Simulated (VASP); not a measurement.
Input of a VASP 6.6.1 run:

File INCAR:

```
SYSTEM = Pt
PREC     = Accurate       ! precision mode
ENCUT    = 520            ! plane-wave cutoff, eV
EDIFF    = 1E-6           ! SCF threshold, eV
ISMEAR   = -1             ! smearing method
SIGMA    = 0.1            ! smearing width, eV
LREAL    = .FALSE.        ! projectors in reciprocal space
LASPH    = .TRUE.         ! aspherical terms in the spheres
NELM     = 100            ! most SCF steps
ALGO     = Normal         ! electronic algorithm
ISIF     = 2              ! what is computed and relaxed
LWAVE    = .FALSE.        ! write WAVECAR
LCHARG   = .FALSE.        ! write CHGCAR
GGA      = RE             ! functional
NBANDS   = 22             ! bands
```

Contents of KPOINTS:

```
Automatic mesh
0
G
  9 9 13
  0 0 0
```

File POSCAR:

```
Pt
1.0
    4.4281288652      0.0000000000      0.0000000000
   -2.2140644326      3.8348720885      0.0000000000
    0.0000000000      0.0000000000      2.6402310968
Pt
3
Direct
    1.0000000000      1.0000000000      0.0000000000
    0.3333333333      0.6666666667      0.5000000000
    0.6666666667      0.3333333333      0.5000000000
```

Potentials or basis: VASP PAW PBE potentials, release 64 (Pt).

Run with:

```console
$ cat potpaw_PBE.64/Pt/POTCAR > POTCAR
$ mpirun -np 1 vasp_std > vasp.out
```

(1) Predict the pressure.

(2) Predict the band gap on the k mesh.

Results:

(1) 22.5 GPa.

(2) zero (bands 15 and 16 overlap by 1.42 eV).

Caveat: the cell stands under pressure; the PAW data sets were made with another functional, which shifts forces and pressure a little; spin-orbit coupling is left out, which moves the levels of the heavy elements.
